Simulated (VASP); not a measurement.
Runs of VASP 6.6.1 on GaSb. The structure is that of space group F-43m (No. 216), or close to it. The cells are those of the table. 

```tsv
level	potentials or basis	cell	k mesh	cutoff (eV)	second run	gap on the mesh (eV)	pressure (GPa)
PBE	VASP PAW PBE potentials, release 64 (Ga_d, Sb_d_GW)	a = 4.307 Å, angles 60.0°, 2 atoms	6 × 6 × 6	500	valence_matched	0.12	(a)
r2SCAN	VASP PAW PBE potentials, release 64 (Ga_d, Sb_d_GW)	a = 4.336 Å, angles 60.0°, 2 atoms	8 × 8 × 8	550	valence_matched	(b)	0.0
r2SCAN	VASP PAW PBE potentials, release 64 (Ga_d, Sb_d_GW)	a = 4.292 Å, angles 60.0°, 2 atoms	6 × 6 × 6	550	valence_matched	0.63	1.8
r2SCAN	VASP PAW PBE potentials, release 64 (Ga_d, Sb)	a = 4.421 Å, angles 60.0°, 2 atoms	6 × 6 × 6	520	-	none	-2.5
PBE	VASP PAW PBE potentials, release 64 (Ga_d, Sb)	a = 4.440 Å, angles 60.0°, 2 atoms	6 × 6 × 6	520	-	none	(c)
```

Alike in all rows: task single point; no spin polarisation; smearing fermi-dirac 0.02 eV.

Task: Fill in the values left out.

Result: (a) 3.0; (b) 0.40; (c) -1.2.

Caveats: spin-orbit coupling is left out, which moves the levels of the heavy elements; the PAW data sets were made with another functional, which shifts forces and pressure a little (some runs).

A k mesh can miss the band edges, and the runs leave out spin-orbit coupling on Ga, Sb.

A gap of «none» marks levels without a gap at the run's occupations.

The runs don't all hold the same shells in valence.
